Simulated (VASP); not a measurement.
A run of VASP 6.6.1:

Contents of INCAR:

```
SYSTEM = HfNbSe4
  PREC = Accurate
  ENCUT = 520
  EDIFF = 1E-7
  ISMEAR = 0
  SIGMA = 0.1
  LREAL = .FALSE.
  LASPH = .TRUE.
  NELM = 150
  ALGO = Normal
  ISIF = 2
  LWAVE = .FALSE.
  LCHARG = .TRUE.
  ISPIN = 2
  MAGMOM = 0.06 1.19 -0.03 -0.03 -0.03 -0.03
  LORBIT = 11
  LMAXMIX = 4
  GGA = PE
  LELF = .TRUE.
  LVHAR = .TRUE.
  NBANDS = 36
```

Contents of KPOINTS:

```
Automatic mesh
0
G
  4 4 4
  0 0 0
```

POSCAR

```
HfNbSe4
1.0
    4.5920754358      0.0000000000      0.0000000000
    0.0000000000      4.5920754358      0.0000000000
    0.0000000000      0.0000000000      6.4692175161
Hf Nb Se
1 1 4
Direct
    0.0000000000      0.0000000000      0.5000000000
    0.5000000000      0.5000000000      0.0000000000
    0.5000000000      0.0000000000      0.2456863763
    0.5000000000      0.0000000000      0.7543136237
    0.0000000000      0.5000000000      0.7543136237
    0.0000000000      0.5000000000      0.2456863763
```

Potentials or basis: VASP PAW PBE potentials, release 64 (Hf_pv, Nb_sv, Se).

Command:

```sh
$ cat potpaw_PBE.64/Hf_pv/POTCAR potpaw_PBE.64/Nb_sv/POTCAR potpaw_PBE.64/Se/POTCAR > POTCAR
$ mpirun -np 1 vasp_std > vasp.out
```

Hardware: 1 thread of Oxide Virtual Turin-like Processor (shared host).

Q: How long does it take, and how much memory?

A: It took 9.5 min on 1 thread of Oxide Virtual Turin-like Processor, with other jobs on the host, peak memory 0.33 GiB. Counts: scf iterations 20, k points 18.
